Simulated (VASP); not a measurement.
# SiMo3 in VASP: notebook, part 2 of 2

VASP 6.6.1.

### 3 Single point, PBE

Contents of INCAR:

```
SYSTEM = SiMo3
PREC = Accurate
ENCUT = 500
EDIFF = 1E-6
ISMEAR = 0
SIGMA = 0.1
LREAL = .False.
LASPH = .True.
NELM = 120
ALGO = Normal
ISIF = 2
LWAVE = .False.
LCHARG = .True.
GGA = PE
LELF = .True.
LVHAR = .True.
NBANDS = 56
GGA_COMPAT = .False.
```

Contents of KPOINTS:

```
Automatic mesh
0
Gamma
  6 6 6
  0 0 0
```

Contents of POSCAR:

```
SiMo3
1.0
    4.9063915517      0.0000000000      0.0000000000
    0.0000000000      4.9063915517      0.0000000000
    0.0000000000      0.0000000000      4.9063915517
Si Mo
2 6
Direct
    0.5000000000      0.5000000000      0.5000000000
    0.0000000000      0.0000000000      0.0000000000
    0.0000000000      0.5000000000      0.7500000000
    0.0000000000      0.5000000000      0.2500000000
    0.5000000000      0.2500000000      0.0000000000
    0.5000000000      0.7500000000      0.0000000000
    0.2500000000      0.0000000000      0.5000000000
    0.7500000000      0.0000000000      0.5000000000
```

Potentials or basis: VASP PAW PBE potentials, release 64 (Si, Mo_sv).

On the command line:

```sh
cat potpaw_PBE.64/Si/POTCAR potpaw_PBE.64/Mo_sv/POTCAR > POTCAR
mpirun -np 1 vasp_std > vasp.out
```

Run time: 74 s. Hardware: 1 thread of Intel Xeon Platinum 8488C (Sapphire Rapids), shared host; peak memory 0.25 GiB.

The run converged. Its results:

| Property | Result |
| --- | --- |
| Free energy | -78.9838 eV |
| Pressure | 0.5 GPa |
| Band gap on the k mesh | zero (band 46 reaches 13.83 eV, above the bottom of band 47 at 11.40 eV) |

Levels at points of the mesh, in eV from the Fermi level:
```
           k point  band 43  band 44  band 45  band 46  band 47  band 48  band 49  band 50
(0.00, 0.00, 0.00)    -1.55    -1.55     1.23     1.23     1.23     1.98     2.32     2.32
(0.50, 0.00, 0.00)    -1.70    -1.70     0.22     0.22     0.92     0.92     1.48     1.48
(0.50, 0.50, 0.00)    -1.09    -0.88    -0.88    -0.79    -0.68    -0.49    -0.13     0.22
(0.50, 0.50, 0.50)    -1.20    -1.20    -1.20    -1.20    -1.20    -1.20     1.24     1.24
```

### 4 Single point, PBE

This run uses another cell than the first one, of 14.81 Å³/atom, 1.003 times its volume.

Contents of INCAR:

```
  PREC = Accurate
  ENCUT = 500
  EDIFF = 1E-6
  ISMEAR = 0
  SIGMA = 0.2
  LREAL = F
  LASPH = T
  NELM = 120
  ALGO = Normal
  ISIF = 2
  LWAVE = F
  LCHARG = T
  GGA = PE
  LELF = T
  LVHAR = T
  NBANDS = 56
  GGA_COMPAT = F
```

Contents of KPOINTS:

```
Automatic mesh
0
Gamma
  4 4 4
```

Contents of POSCAR:

```
SiMo3
1.0
    4.9126778142     -0.0000767136      0.0001045209
   -0.0000865590      4.9110555191     -0.0000569991
    0.0000999177     -0.0000555592      4.9110754836
Si Mo
2 6
Direct
    0.5000150687      0.5000131894      0.5000067342
    0.9999966998     -0.0000102525     -0.0000014819
    0.0000258990      0.4999847744      0.7499964545
    1.0000087176      0.4999957572      0.2500066594
    0.4999882807      0.2499907988     -0.0000021517
    0.4999893828      0.7500242726      0.0000022330
    0.2499859058      0.0000063972      0.4999960816
    0.7499900455      0.9999950629      0.4999954708
```

On the command line:

```sh
cat potpaw_PBE.64/Si/POTCAR potpaw_PBE.64/Mo_sv/POTCAR > POTCAR
mpirun -np 1 vasp_std > vasp.out
```

It took 2.5 min on 1 thread of Intel Xeon Platinum 8488C (Sapphire Rapids), shared host; peak memory 0.3 GiB.

Results (log left out):

- Free energy: -78.9225 eV
- Pressure: 0.5 GPa
- Band gap on the k mesh: zero (band 46 reaches 13.77 eV, above the bottom of band 47 at 11.36 eV)

Forces on the atoms (eV/Å):
```
Si   0.000 -0.001  0.000
Si   0.000  0.000  0.000
Mo  -0.002  0.001  0.001
Mo  -0.001  0.000 -0.001
Mo   0.001  0.002  0.000
Mo   0.001 -0.003  0.000
Mo   0.001  0.000  0.000
Mo   0.000  0.000  0.000
```

Stress tensor (GPa, compression positive):
```
0.40 0.00 0.00
0.00 0.52 0.00
0.00 0.00 0.52
```

Levels at points of the mesh, in eV from the Fermi level:
```csv
k point,band 42,band 43,band 44,band 45,band 46,band 47,band 48,band 49
"(0.00, 0.00, 0.00)",-2.11,-1.51,-1.51,1.25,1.25,1.25,2.00,2.33
"(0.50, 0.00, 0.00)",-2.38,-1.66,-1.66,0.26,0.26,0.95,0.95,1.51
"(0.00, 0.50, 0.00)",-2.38,-1.66,-1.66,0.26,0.26,0.95,0.95,1.50
"(0.50, 0.50, 0.00)",-1.18,-1.06,-0.83,-0.83,-0.75,-0.65,-0.44,-0.08
"(0.00, 0.00, 0.50)",-2.38,-1.66,-1.66,0.26,0.26,0.95,0.95,1.50
"(0.50, 0.00, 0.50)",-1.18,-1.06,-0.83,-0.83,-0.75,-0.65,-0.44,-0.08
"(0.00, 0.50, 0.50)",-1.18,-1.06,-0.83,-0.83,-0.75,-0.66,-0.44,-0.08
"(0.50, 0.50, 0.50)",-1.67,-1.16,-1.16,-1.16,-1.16,-1.16,-1.16,1.27
```

### 5 Relaxation of cell and atoms, PBE

This run uses another cell than the first one, of 14.72 Å³/atom, 0.997 times its volume.

Contents of INCAR:

```
PREC = Accurate
ENCUT = 500
EDIFF = 1E-7
ISMEAR = 0
SIGMA = 0.1
LREAL = F
LASPH = T
NELM = 120
ALGO = Normal
ISIF = 3
LWAVE = F
LCHARG = F
GGA = PE
IBRION = 2
NSW = 100
EDIFFG = -0.01
GGA_COMPAT = F
NELMIN = 4
```

Contents of KPOINTS:

```
regular mesh
0
Gamma
  6 6 6
```

Contents of POSCAR:

```
SiMo3
1.0
    4.9010307728      0.0000000000      0.0000000000
    0.0000000000      4.9010307728      0.0000000000
    0.0000000000      0.0000000000      4.9010307728
Si Mo
2 6
Direct
    0.5000000000      0.5000000000      0.5000000000
    0.0000000000      0.0000000000      0.0000000000
    0.0000000000      0.5000000000      0.7500000000
    0.0000000000      0.5000000000      0.2500000000
    0.5000000000      0.2500000000      0.0000000000
    0.5000000000      0.7500000000      0.0000000000
    0.2500000000      0.0000000000      0.5000000000
    0.7500000000      0.0000000000      0.5000000000
```

On the command line:

```sh
cat potpaw_PBE.64/Si/POTCAR potpaw_PBE.64/Mo_sv/POTCAR > POTCAR
mpirun -np 1 vasp_std > vasp.out
```

It took 3.7 min on 1 thread of Intel Xeon Platinum 8488C (Sapphire Rapids), shared host; peak memory 0.26 GiB.

The run converged. Its results:

| Item | Value |
| --- | --- |
| Free energy | -78.9841 eV |
| Relaxed volume | 14.79 Å³/atom |
| Relaxed cell | a = 4.910 Å, b = 4.910 Å, c = 4.910 Å, α = 90.00°, β = 90.00°, γ = 90.00° |
| Space group after relaxing (to 0.05 Å) | Pm-3n (No. 223) |
| Energy gained by relaxing | 0.3 meV/atom |
| Ionic steps | 3 |
| Pressure after relaxing | 0.0 GPa |
| Band gap on the k mesh | zero (band 46 reaches 13.80 eV, above the bottom of band 47 at 11.37 eV) |

Step by step:
| step | energy change (eV) | largest force (eV/Å) | pressure (GPa) | volume (Å³) |
| --- | --- | --- | --- | --- |
| 1 | 0.0000 | 0.0000 | 1.30 | 117.72 |
| 2 | 0.0107 | 0.0000 | -2.90 | 119.77 |
| 3 | -0.0025 | 0.0000 | -0.01 | 118.34 |

Final structure:
```
CELL_PARAMETERS angstrom
4.90953 0.00000 0.00000
0.00000 4.90953 0.00000
0.00000 0.00000 4.90953
ATOMIC_POSITIONS crystal
Si 0.50000 0.50000 0.50000
Si 0.00000 0.00000 0.00000
Mo 0.00000 0.50000 0.75000
Mo 0.00000 0.50000 0.25000
Mo 0.50000 0.25000 0.00000
Mo 0.50000 0.75000 0.00000
Mo 0.25000 0.00000 0.50000
Mo 0.75000 0.00000 0.50000
```

Levels at points of the mesh, in eV from the Fermi level:
| k point | band 42 | band 43 | band 44 | band 45 | band 46 | band 47 | band 48 | band 49 | band 50 | band 51 |
| --- | --- | --- | --- | --- | --- | --- | --- | --- | --- | --- |
| (0.00, 0.00, 0.00) | -2.14 | -1.55 | -1.55 | 1.22 | 1.22 | 1.22 | 1.97 | 2.32 | 2.32 | 2.60 |
| (0.50, 0.00, 0.00) | -2.41 | -1.70 | -1.70 | 0.22 | 0.22 | 0.92 | 0.92 | 1.48 | 1.48 | 1.57 |
| (0.50, 0.50, 0.00) | -1.21 | -1.09 | -0.88 | -0.88 | -0.79 | -0.68 | -0.48 | -0.13 | 0.22 | 0.84 |
| (0.50, 0.50, 0.50) | -1.72 | -1.20 | -1.20 | -1.20 | -1.20 | -1.20 | -1.20 | 1.24 | 1.24 | 1.24 |

### 6 Relaxation of cell and atoms, PBE

Contents of INCAR:

```
SYSTEM = SiMo3
ALGO = Normal
EDIFF = 1E-7
EDIFFG = -0.001
ENCUT = 500
GGA = PE
GGA_COMPAT = .False.
IBRION = 2
ISIF = 3
ISMEAR = 0
LASPH = .True.
LCHARG = .False.
LREAL = .False.
LWAVE = .False.
NELM = 120
NELMIN = 4
NSW = 80
PREC = Accurate
SIGMA = 0.1
```

Contents of KPOINTS:

```
k-points
0
Gamma
  6 6 6
  0 0 0
```

POSCAR, as its differences from that of step 5:

```diff
@@ -2,5 +2,5 @@
 1.0
-    4.9010307728      0.0000000000      0.0000000000
-    0.0000000000      4.9010307728      0.0000000000
-    0.0000000000      0.0000000000      4.9010307728
+    4.9063915517      0.0000000000      0.0000000000
+    0.0000000000      4.9063915517      0.0000000000
+    0.0000000000      0.0000000000      4.9063915517
 Si Mo
```

Potentials or basis: VASP PAW PBE potentials, release 64 (Si, Mo_sv).

On the command line:

```sh
cat potpaw_PBE.64/Si/POTCAR potpaw_PBE.64/Mo_sv/POTCAR > POTCAR
mpirun -np 1 vasp_std > vasp.out
```

Run time: 3.4 min. Hardware: 1 thread of Intel Xeon Platinum 8488C (Sapphire Rapids), shared host; peak memory 0.26 GiB.

It converged, with:

```yaml
Free_energy: -78.9842 eV
Relaxed_volume: 14.79 Å³/atom
Relaxed_cell: a = 4.910 Å, b = 4.910 Å, c = 4.910 Å, α = 90.00°, β = 90.00°, γ = 90.00°
Space_group_after_relaxing_to_0.05_Å: Pm-3n (No. 223)
Energy_gained_by_relaxing: 0.0 meV/atom
Ionic_steps: 3
Pressure_after_relaxing: 0.0 GPa
Band_gap_on_the_k_mesh: zero (band 46 reaches 13.80 eV, above the bottom of band 47 at 11.37 eV)
```

The path:
| step | energy change (eV) | largest force (eV/Å) | pressure (GPa) | volume (Å³) |
| --- | --- | --- | --- | --- |
| 1 | 0.0000 | 0.0000 | 0.47 | 118.11 |
| 2 | 0.0014 | 0.0000 | -1.08 | 118.86 |
| 3 | -0.0003 | 0.0000 | 0.00 | 118.33 |

Final structure:
```xyz
8
Lattice="4.9095 0.0000 0.0000 0.0000 4.9095 0.0000 0.0000 0.0000 4.9095" Properties=species:S:1:pos:R:3 pbc="T T T"
Si    2.4548    2.4548    2.4548
Si    0.0000    0.0000    0.0000
Mo    0.0000    2.4548    3.6821
Mo    0.0000    2.4548    1.2274
Mo    2.4548    1.2274    0.0000
Mo    2.4548    3.6821    0.0000
Mo    1.2274    0.0000    2.4548
Mo    3.6821    0.0000    2.4548
```

Levels at points of the mesh, in eV from the Fermi level:
| k point | band 42 | band 43 | band 44 | band 45 | band 46 | band 47 | band 48 | band 49 | band 50 | band 51 |
| --- | --- | --- | --- | --- | --- | --- | --- | --- | --- | --- |
| (0.00, 0.00, 0.00) | -2.14 | -1.55 | -1.55 | 1.22 | 1.22 | 1.22 | 1.97 | 2.32 | 2.32 | 2.60 |
| (0.50, 0.00, 0.00) | -2.41 | -1.70 | -1.70 | 0.22 | 0.22 | 0.92 | 0.92 | 1.48 | 1.48 | 1.57 |
| (0.50, 0.50, 0.00) | -1.21 | -1.09 | -0.88 | -0.88 | -0.79 | -0.68 | -0.48 | -0.13 | 0.22 | 0.84 |
| (0.50, 0.50, 0.50) | -1.72 | -1.20 | -1.20 | -1.20 | -1.20 | -1.20 | -1.20 | 1.24 | 1.24 | 1.24 |

### 7 The runs side by side

| task | cell | k mesh | smearing | gap on the mesh (eV) | pressure (GPa) | relaxed volume (Å³/atom) |
| --- | --- | --- | --- | --- | --- | --- |
| single point | a = 4.906 Å, 8 atoms | 6 × 6 × 6 | gaussian 0.1 eV | none | 0.5 | - |
| single point | a = 4.913, b = 4.911, c = 4.911 Å, 8 atoms | 4 × 4 × 4 | gaussian 0.2 eV | none | 0.5 | - |
| relaxation of cell and atoms | relaxed from a = 4.901 Å, 8 atoms | 6 × 6 × 6 | gaussian 0.1 eV | none | 0.0 | 14.79 |
| relaxation of cell and atoms | relaxed from a = 4.906 Å, 8 atoms | 6 × 6 × 6 | gaussian 0.1 eV | none | 0.0 | 14.79 |

Alike in all rows: level PBE; potentials or basis VASP PAW PBE potentials, release 64 (Si, Mo_sv); no spin polarisation; cutoff (eV) 500.

Total energies depend on the potentials used, so only differences within one code and one set of settings carry meaning.
